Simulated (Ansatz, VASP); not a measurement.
## SrO in VASP and in Ansatz

The input INCAR:

```
SYSTEM = SrO
PREC = Accurate
ENCUT = 520
EDIFF = 1E-6
ISMEAR = 0
SIGMA = 0.01
LREAL = .False.
LASPH = .True.
NELM = 100
ALGO = Normal
ISIF = 2
LWAVE = .False.
LCHARG = .True.
GGA = RP
LELF = .True.
LVHAR = .True.
NBANDS = 15
```

File KPOINTS:

```
Automatic mesh
0
Gamma
  3 3 3
  0 0 0
```

POSCAR

```
SrO
1.0
    0.0000000000      2.5663000000      2.5663000000
    2.5663000000      0.0000000000      2.5663000000
    2.5663000000      2.5663000000      0.0000000000
Sr O
1 1
Direct
    0.5000000000      0.5000000000      0.5000000000
    0.0000000000      0.0000000000      0.0000000000
```

Input for Ansatz:

```yaml
crystal:
  lattice:
    - [0.0, 2.5663, 2.5663]
    - [2.5663, 0.0, 2.5663]
    - [2.5663, 2.5663, 0.0]
  atoms:
    - { symbol: Sr, position: [0.5, 0.5, 0.5] }
    - { symbol: O, position: [0.0, 0.0, 0.0] }
accuracy: medium
kpoints:
  mp_grid:
    grid: [3, 3, 3]
hamiltonian:
  xc: rpbe
scf:
  n_extra_bands: 16
  mixing:
    algorithm: msr1
  occupations:
    method: fixed
output:
  forces: true
  stress: true
```

Alike in both runs: task single point; functional RPBE; k mesh 3 × 3 × 3; no spin polarisation.

```csv
,VASP,Ansatz
version,VASP 6.6.1,Ansatz 0.2.0
potentials or method,"VASP PAW PBE potentials, release 64 (Sr_sv, O)","plane waves, PAW"
plane-wave cutoff (eV),520,420
occupations,"gaussian, width 0.01 eV",fixed
valence electrons in the cell,16,16
```

|  | VASP | Ansatz | Ansatz less VASP |
| --- | --- | --- | --- |
| pressure (GPa) | 7.2 | 6.5 | -0.63 |

VASP's potentials were made for PBE, not for RPBE.

The k mesh is coarse, so the values compare programs but aren't converged.
